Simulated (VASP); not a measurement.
Here is a VASP 6.6.1 calculation.

The input INCAR:

```
SYSTEM = Ba2Tl5V3O12
PREC = Accurate
ENCUT = 520
EDIFF = 1E-6
ISMEAR = -1
SIGMA = 0.05
LREAL = .FALSE.
LASPH = .TRUE.
NELM = 100
ALGO = Normal
ISIF = 2
LWAVE = .FALSE.
LCHARG = .TRUE.
ISPIN = 2
MAGMOM = 0 0 2 2 2 0 0 0 0 0 0 0 0 0 0 0 0 0 0 0 0 0
LORBIT = 11
LMAXMIX = 4
GGA = PE
LVHAR = .TRUE.
KPAR = 4
```

KPOINTS

```
Automatic mesh
0
G
  5 5 2
  0 0 0
```

POSCAR

```
Ba2Tl5V3O12
1.0
    6.0437000000      0.0954900000     -0.4538500000
   -2.5758800000      5.5423000000      0.0296100000
   -1.2131500000     -2.0613200000     13.9219600000
Ba V Tl O
2 3 5 12
Direct
    0.8825100000      0.0156100000      0.4732000000
    0.5788600000      0.7968800000      0.8892200000
    0.2693600000      0.1058000000      0.9846800000
    0.1162900000      0.5582000000      0.3391400000
    0.6080700000      0.3069600000      0.6655200000
    0.4836100000      0.2899100000      0.3837300000
    0.0831100000      0.0748500000      0.7486900000
    0.7727900000      0.8939800000      0.1771900000
    0.2979100000      0.6659900000      0.6010700000
    0.9720100000      0.4663600000      0.0474000000
    0.0245800000      0.0564700000      0.0435400000
    0.1636900000      0.8697500000      0.8875400000
    0.3358500000      0.3728900000      0.9381800000
    0.5330800000      0.1024200000      0.0489200000
    0.4267400000      0.6776200000      0.4006300000
    0.9519700000      0.6420200000      0.4121100000
    0.0069600000      0.2404100000      0.3256500000
    0.0837300000      0.6486500000      0.2303200000
    0.8589000000      0.3321400000      0.6165200000
    0.6367300000      0.5816300000      0.7239000000
    0.5634300000      0.0992000000      0.7442300000
    0.3498400000      0.2022600000      0.5686200000
```

Potentials or basis: VASP PAW PBE potentials, release 64 (Ba_sv, V_sv, Tl_d, O).

Command:

```bash
$ cat potpaw_PBE.64/Ba_sv/POTCAR potpaw_PBE.64/V_sv/POTCAR potpaw_PBE.64/Tl_d/POTCAR potpaw_PBE.64/O/POTCAR > POTCAR
$ mpirun -np 4 vasp_std > vasp.out
```

(1) What does it give for the pressure?

(2) Estimate the band gap on the k mesh.

Results:

(1) 0.5 GPa.

(2) 3.02 eV (least direct gap 3.03 eV).

Caveat: spin-orbit coupling is left out, which moves the levels of the heavy elements; an odd mesh through Γ misses points on the zone boundary, where band edges can lie.
